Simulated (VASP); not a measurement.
# SnO2 (P4_2/mnm) in VASP: single point with LDA

Aim: the single point of SnO2 with LDA.

All numbers are computed with VASP 6.6.1; they aren't measurements. Logs are shortened: lines on timing, memory, paths and dates and some standing lists are left out, and cuts for length are marked.

### Step 1. The cell of the first run

Symmetry: P4_2/mnm, No. 136, tetragonal system. Conventional cell: a = 4.827 Å, b = 4.827 Å, c = 3.238 Å, α = 90.00°, β = 90.00°, γ = 90.00°. Sn (site symmetry mmm) has 6 O at 2.09 Å within 2.8 Å. Within 2.8 Å of O (site symmetry m2m) lie 3 Sn at 2.09 Å and 1 O at 2.64 Å.

### Step 2. Single point, LDA

Input file INCAR:

```
SYSTEM = SnO2
PREC     = Accurate       ! precision mode
ENCUT    = 600            ! plane-wave cutoff, eV
EDIFF    = 1E-6           ! SCF threshold, eV
ISMEAR   = -1             ! smearing method
SIGMA    = 0.01           ! smearing width, eV
LREAL    = .False.        ! projectors in reciprocal space
LASPH    = .True.         ! aspherical terms in the spheres
NELM     = 120            ! most SCF steps
ALGO     = Normal         ! electronic algorithm
ISIF     = 2              ! what is computed and relaxed
LWAVE    = .False.        ! write WAVECAR
LCHARG   = .False.        ! write CHGCAR
GGA      = CA             ! functional
NBANDS   = 122            ! bands
GGA_COMPAT= .False.
```

Input file KPOINTS:

```
Automatic mesh
0
Gamma
  1 1 1
  0.25 0.25 0.25
```

Input file POSCAR:

```
SnO2
1.0
    4.8274600300      4.8274600300      0.0000000000
   -4.8274600300      4.8274600300      0.0000000000
    0.0000000000      0.0000000000      6.4759066800
Sn O
8 16
Direct
    0.0000000000      0.5000000000      0.2500000000
    0.5000000000      0.0000000000      0.2500000000
    0.0000000000      0.0000000000      0.0000000000
    0.5000000000      0.5000000000      0.0000000000
    0.0000000000      0.5000000000      0.7500000000
    0.5000000000      0.0000000000      0.7500000000
    0.0000000000      0.0000000000      0.5000000000
    0.5000000000      0.5000000000      0.5000000000
    0.0000000000      0.8065971000      0.2500000000
    0.5000000000      0.3065971000      0.2500000000
    0.0000000000      0.1934029000      0.2500000000
    0.5000000000      0.6934029000      0.2500000000
    0.3065971000      0.0000000000      0.0000000000
    0.8065971000      0.5000000000      0.0000000000
    0.1934029000      0.5000000000      0.0000000000
    0.6934029000      0.0000000000      0.0000000000
    0.0000000000      0.8065971000      0.7500000000
    0.5000000000      0.3065971000      0.7500000000
    0.0000000000      0.1934029000      0.7500000000
    0.5000000000      0.6934029000      0.7500000000
    0.3065971000      0.0000000000      0.5000000000
    0.8065971000      0.5000000000      0.5000000000
    0.1934029000      0.5000000000      0.5000000000
    0.6934029000      0.0000000000      0.5000000000
```

Potentials or basis: VASP PAW LDA potentials, release 64 (Sn_d, O).

Command:

```
> cat potpaw_LDA.64/Sn_d/POTCAR potpaw_LDA.64/O/POTCAR > POTCAR
> mpirun -np 1 vasp_std > vasp.out
```

OUTCAR:

```text
SYSTEM = SnO2
   PREC = Accurate
   ENCUT = 600
   EDIFF = 1E-6
   ISMEAR = -1
   LREAL = .False.
   LASPH = .True.
   NELM = 120
   ISIF = 2
   GGA = CA

 ion  position               nearest neighbor table
   1  0.000  0.500  0.250-  14 2.09  15 2.09  22 2.09  23 2.09   9 2.09  11 2.09   5 3.24   5 3.24

   2  0.500  0.000  0.250-  13 2.09  16 2.09  21 2.09  24 2.09  10 2.09  12 2.09   6 3.24   6 3.24

   3  0.000  0.000  0.000-   9 2.09  11 2.09  17 2.09  19 2.09  13 2.09  16 2.09   7 3.24   7 3.24

   4  0.500  0.500  0.000-  10 2.09  12 2.09  18 2.09  20 2.09  14 2.09  15 2.09   8 3.24   8 3.24

   5  0.000  0.500  0.750-  14 2.09  15 2.09  22 2.09  23 2.09  17 2.09  19 2.09   1 3.24   1 3.24

   6  0.500  0.000  0.750-  13 2.09  16 2.09  21 2.09  24 2.09  18 2.09  20 2.09   2 3.24   2 3.24

   7  0.000  0.000  0.500-   9 2.09  11 2.09  17 2.09  19 2.09  21 2.09  24 2.09   3 3.24   3 3.24

   8  0.500  0.500  0.500-  10 2.09  12 2.09  18 2.09  20 2.09  22 2.09  23 2.09   4 3.24   4 3.24

   9  0.000  0.807  0.250-   3 2.09   7 2.09   1 2.09
  10  0.500  0.307  0.250-   4 2.09   8 2.09   2 2.09
  11  0.000  0.193  0.250-   3 2.09   7 2.09   1 2.09
  12  0.500  0.693  0.250-   4 2.09   8 2.09   2 2.09
  13  0.307  0.000  0.000-   2 2.09   6 2.09   3 2.09
  14  0.807  0.500  0.000-   1 2.09   5 2.09   4 2.09
[... 8 lines left out ...]
  23  0.193  0.500  0.500-   1 2.09   5 2.09   8 2.09
  24  0.693  0.000  0.500-   2 2.09   6 2.09   7 2.09

  LATTYP: Found a simple tetragonal cell.
 ALAT       =     6.8270594462
 C/A-ratio  =     0.9485645659

  Lattice vectors:

 A1 = (   4.8274600300,   4.8274600300,   0.0000000000)
 A2 = (  -4.8274600300,   4.8274600300,   0.0000000000)
 A3 = (   0.0000000000,   0.0000000000,   6.4759066800)

Analysis of symmetry for initial positions (statically):
=====================================================================
 Subroutine PRICEL returns following result:

  LATTYP: Found a simple tetragonal cell.
 ALAT       =     4.8274600300
 C/A-ratio  =     0.6707364369

  Lattice vectors:

 A1 = (   4.8274600300,   0.0000000000,   0.0000000000)
 A2 = (   0.0000000000,   4.8274600300,   0.0000000000)
 A3 = (   0.0000000000,   0.0000000000,   3.2379533400)

   4 primitive cells build up your supercell.

 Routine SETGRP: Setting up the symmetry group for a
 simple tetragonal supercell.

 Subroutine GETGRP returns: Found 16 space group operations
 (whereof  8 operations were pure point group operations)
 out of a pool of 16 trial point group operations.

The static configuration has the point symmetry D_2h.
 The point group associated with its full space group is D_4h.

Analysis of symmetry for dynamics (positions and initial velocities):
=====================================================================
 Subroutine PRICEL returns following result:

  LATTYP: Found a simple tetragonal cell.
 ALAT       =     4.8274600300
 C/A-ratio  =     0.6707364369

  Lattice vectors:

 A1 = (   4.8274600300,   0.0000000000,   0.0000000000)
 A2 = (   0.0000000000,   4.8274600300,   0.0000000000)
 A3 = (   0.0000000000,   0.0000000000,   3.2379533400)

   4 primitive cells build up your supercell.

 Routine SETGRP: Setting up the symmetry group for a
 simple tetragonal supercell.

 Subroutine GETGRP returns: Found 16 space group operations
 (whereof  8 operations were pure point group operations)
 out of a pool of 16 trial point group operations.

The dynamic configuration has the point symmetry D_2h.
 The point group associated with its full space group is D_4h.

 Subroutine INISYM returns: Found 16 space group operations
 (whereof  8 operations are pure point group operations),
 and found     4 'primitive' translations

----------------------------------------------------------------------------------------

                                     Primitive cell

  volume of cell :      75.4585

  direct lattice vectors                    reciprocal lattice vectors
     4.827460030  0.000000000  0.000000000     0.207148271  0.000000000  0.000000000
     0.000000000  4.827460030  0.000000000     0.000000000  0.207148271  0.000000000
     0.000000000  0.000000000  3.237953340     0.000000000  0.000000000  0.308837063

  length of vectors
     4.827460030  4.827460030  3.237953340     0.207148271  0.207148271  0.308837063

  position of ions in fractional coordinates (direct lattice)
     0.500000000  0.500000000  0.500000000
     0.000000000  0.000000000  0.000000000
     0.193402900  0.806597100  0.500000000
     0.806597100  0.193402900  0.500000000
     0.306597100  0.306597100  0.000000000
     0.693402900  0.693402900  0.000000000

  ion indices of the primitive-cell ions
   primitive index   ion index
                 1           1
                 2           3
                 3           9
                 4          11
                 5          14
                 6          15

----------------------------------------------------------------------------------------

 KPOINTS: Automatic mesh

Automatic generation of k-mesh.
 Grid dimensions read from file:
 generate k-points for:    1    1    1

 Generating k-lattice:

  Cartesian coordinates                     Fractional coordinates (reciprocal lattice)
     0.103574136  0.103574136  0.000000000     1.000000000  0.000000000  0.000000000
    -0.103574136  0.103574136  0.000000000     0.000000000  1.000000000  0.000000000
     0.000000000  0.000000000  0.154418532     0.000000000  0.000000000  1.000000000

  Length of vectors
     0.146475947  0.146475947  0.154418532

  Shift w.r.t. Gamma in fractional coordinates (k-lattice)
     0.250000000  0.250000000  0.250000000

 Subroutine IBZKPT returns following result:
 ===========================================

 Found      1 irreducible k-points:

 Following reciprocal coordinates:
            Coordinates               Weight
  0.250000  0.250000  0.250000      8.000000
   k-points           NKPTS =      1   k-points in BZ     NKDIM =      1   number of bands    NBANDS=    122
   number of dos      NEDOS =    301   number of ions     NIONS =     24
   total plane-waves  NPLWV = 169344
   dimension x,y,z NGX =    56 NGY =   56 NGZ =   54
   dimension x,y,z NGXF=   112 NGYF=  112 NGZF=  108
   ions per type =               8  16
   NGX,Y,Z   is equivalent  to a cutoff of  13.64, 13.64, 13.86 a.u.
   NGXF,Y,Z  is equivalent  to a cutoff of  27.27, 27.27, 27.73 a.u.
 SYSTEM =  SnO2
   PREC   = accura    normal or accurate (medium, high low for compatibility)
   ISTART =      0    job   : 0-new  1-cont  2-samecut
   ICHARG =      2    charge: 1-file 2-atom 10-const
   ISPIN  =      1    spin polarized calculation?
   LNONCOLLINEAR =      F non collinear calculations
   LSORBIT =      F    spin-orbit coupling
   LASPH  =      T    aspherical Exc in radial PAW
   ENCUT  =  600.0 eV  44.10 Ry    6.64 a.u.  13.64 13.64 12.93*2*pi/ulx,y,z
   NELM   =    120;   NELMIN=  2; NELMDL= -5     # of ELM steps
   EDIFF  = 0.1E-05   stopping-criterion for ELM
   LREAL  =      F    real-space projection
   EDIFFG = 0.1E-04   stopping-criterion for IOM
   NSW    =      0    number of steps for IOM
   IBRION =     -1    ionic relax: 0-MD 1-quasi-New 2-CG
   NFREE  =      0    steps in history (QN), initial steepest desc. (CG)
   ISIF   =      2    stress and relaxation
   ISYM   =      2    0-nonsym 1-usesym 2-fastsym
   POTIM  = 0.5000    time-step for ionic-motion
   TEBEG  =    0.0;   TEEND  =   0.0 temperature during run
   PSTRESS=    0.0 pullay stress
   NELECT =     208.0000    total number of electrons
   NUPDOWN=      -1.0000    fix difference up-down
   EMIN   =  10.00;   EMAX   =-10.00  energy-range for DOS
   EFERMI =   0.00;   METHOD = LEGACY
   ISMEAR =    -1;   SIGMA  =   0.01  broadening in eV -4-tet -1-fermi 0-gaus
   EFERMI_NEDOS =   21; number of points for ismear=-14 and -15
   IALGO  =     38    algorithm
   IMIX   =      4    mixing-type and parameters
     AMIX     =   0.40;   BMIX     =  1.00
     AMIX_MAG =   1.60;   BMIX_MAG =  1.00
  volume/ion in A,a.u.               =      12.58        84.87
  Fermi-wavevector in a.u.,A,eV,Ry     =   1.446017  2.732575 28.449294  2.090964
  Thomas-Fermi vector in A             =   2.564133
   LORBIT       =      0    0 simple, 1 ext, 2 COOP (PROOUT), +10 PAW based schemes
   GGA     = CA    functional components
   LHFCALC =     F    Hartree Fock is set to
   AEXX    =    0.0000 exact exchange contribution
   IVDW    =     0    specifies the selected vdW correction
   LEPSILON=     F    determine dielectric tensor
   LRPA    =     F    only Hartree local field effects (RPA)
 non-spin polarized calculation
  energy-cutoff  :      600.00
  volume of cell :      301.83
 maximum number of plane-waves:     10089
 NGX is ok and might be reduce to    54
   NGX = 27   NGY = 27   NGZ = 25

 number of electron     207.9999986 magnetization

 Free energy of the ion-electron system (eV)
  ---------------------------------------------------
  ext. energy  EPLUGINS =         0.00000000
  ---------------------------------------------------
  free energy    TOTEN  =      -168.72382395 eV

  energy without entropy =     -168.72382395  energy(sigma->0) =     -168.72382395

 E-fermi :   5.1724     XC(G=0): -11.5219

 val. band max:        4.9310373695   @ k =   0.2500   0.2500   0.2500
 cond. band min:       7.7067657475   @ k =   0.2500   0.2500   0.2500
 fundamental gap:      2.7757283780
 Fermi energy:         5.1723670970

 k-point     1 :       0.2500    0.2500    0.2500
  band No.  band energies     occupation
      1     -15.5485      2.00000
      2     -15.5078      2.00000
      3     -15.4946      2.00000
      4     -15.4946      2.00000
      5     -15.4767      2.00000
      6     -15.3713      2.00000
[... 108 lines left out ...]
    115      12.4759      0.00000
    116      12.4759      0.00000
 [bands above 116 left out]

------------------------ aborting loop because EDIFF is reached ----------------------------------------

  FORCE on cell =-STRESS in cart. coord.  units (eV):
  Direction    XX          YY          ZZ          XY          YZ          ZX
  --------------------------------------------------------------------------------------
  -------------------------------------------------------------------------------------
  Total      -18.0060950    -18.0060950    -20.7522266      0.0000000      0.0000000      0.0000000
  in kB      -95.5789309    -95.5789309   -110.1557906      0.0000000      0.0000000      0.0000000
  external PRESSURE =    -100.4378841 kB  Pullay stress =       0.0000000 kB

 VOLUME and BASIS-vectors are now :
 -----------------------------------------------------------------------------
  energy-cutoff  :      600.00
  volume of cell :      301.83
      direct lattice vectors                 reciprocal lattice vectors
     4.827460030  4.827460030  0.000000000     0.103574136  0.103574136  0.000000000
    -4.827460030  4.827460030  0.000000000    -0.103574136  0.103574136  0.000000000
     0.000000000  0.000000000  6.475906680     0.000000000  0.000000000  0.154418532

 POSITION                                       TOTAL-FORCE (eV/Angst)
 -----------------------------------------------------------------------------------
     -2.41373      2.41373      1.61898        -0.000000     -0.000000      0.000000
      2.41373      2.41373      1.61898        -0.000000     -0.000000      0.000000
      0.00000      0.00000      0.00000        -0.000000     -0.000000      0.000000
      0.00000      4.82746      0.00000        -0.000000     -0.000000      0.000000
     -2.41373      2.41373      4.85693        -0.000000     -0.000000      0.000000
      2.41373      2.41373      4.85693        -0.000000     -0.000000      0.000000
[... 16 lines left out ...]
     -1.48009      3.34737      3.23795        -0.069285     -0.069285     -0.000000
      3.34737      3.34737      3.23795        -0.069285     -0.069285     -0.000000
 -----------------------------------------------------------------------------------
    total drift:                               -0.000000      0.000000      0.000000

  FREE ENERGIE OF THE ION-ELECTRON SYSTEM (eV)
  ---------------------------------------------------
  free  energy   TOTEN  =      -168.7238239457 eV

  energy  without entropy=     -168.7238239457  energy(sigma->0) =     -168.72382395
```

Wall time 2.1 min (1 thread of Intel Xeon 8259CL, shared host); peak memory 0.33 GiB.

Results:

```
Free energy   : -168.7238 eV
Pressure      : -10.0 GPa
Largest force : 0.098 eV/Å
```

Forces on the atoms (eV/Å):
```
Sn   0.000  0.000  0.000
Sn   0.000  0.000  0.000
Sn   0.000  0.000  0.000
Sn   0.000  0.000  0.000
Sn   0.000  0.000  0.000
Sn   0.000  0.000  0.000
Sn   0.000  0.000  0.000
Sn   0.000  0.000  0.000
O   -0.069  0.069  0.000
O   -0.069  0.069  0.000
O    0.069 -0.069  0.000
O    0.069 -0.069  0.000
O    0.069  0.069  0.000
O    0.069  0.069  0.000
O   -0.069 -0.069  0.000
O   -0.069 -0.069  0.000
O   -0.069  0.069  0.000
O   -0.069  0.069  0.000
O    0.069 -0.069  0.000
O    0.069 -0.069  0.000
O    0.069  0.069  0.000
O    0.069  0.069  0.000
O   -0.069 -0.069  0.000
O   -0.069 -0.069  0.000
```

Stress tensor (GPa, compression positive):
```
 -9.56   0.00   0.00
  0.00  -9.56   0.00
  0.00   0.00 -11.02
```

Levels at points of the mesh, in eV from the Fermi level:
| k point | band 102 | band 103 | band 104 | band 105 | band 106 | band 107 |
| --- | --- | --- | --- | --- | --- | --- |
| (0.25, 0.25, 0.25) | -0.63 | -0.63 | -0.24 | 2.53 | 4.25 | 4.25 |

Caveat: the k points lie up to 0.97 Å⁻¹ apart, too coarse for converged energies, forces and pressures; spin-orbit coupling is left out, which moves the levels of the heavy elements.
